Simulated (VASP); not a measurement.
A run of VASP 6.6.1 is set up as follows.

The input INCAR:

```
ALGO = Normal
EDIFF = 1E-6
ENCUT = 520
GGA = PS
ISIF = 2
ISMEAR = 0
LASPH = T
LCHARG = F
LREAL = F
LWAVE = F
NBANDS = 12
NELM = 80
PREC = Accurate
SIGMA = 0.15
```

KPOINTS

```
k-points
0
Gamma
  20 20 20
```

File POSCAR:

```
Ag
1.0
    0.0000000000      2.1452550000      2.1452550000
    2.1452550000      0.0000000000      2.1452550000
    2.1452550000      2.1452550000      0.0000000000
Ag
1
Direct
    0.0000000000      0.0000000000      0.0000000000
```

Potentials or basis: VASP PAW PBE potentials, release 64 (Ag).

Launch:

```bash
$ cat potpaw_PBE.64/Ag/POTCAR > POTCAR
$ mpirun -np 1 vasp_std > vasp.out
```

(1) Estimate the pressure.

Answers

(1) -12.5 GPa.

Caveat: the cell differs from its parent crystal (strain +0.050 along x and y, +0.050 along z); the PAW data sets were made with another functional, which shifts forces and pressure a little.
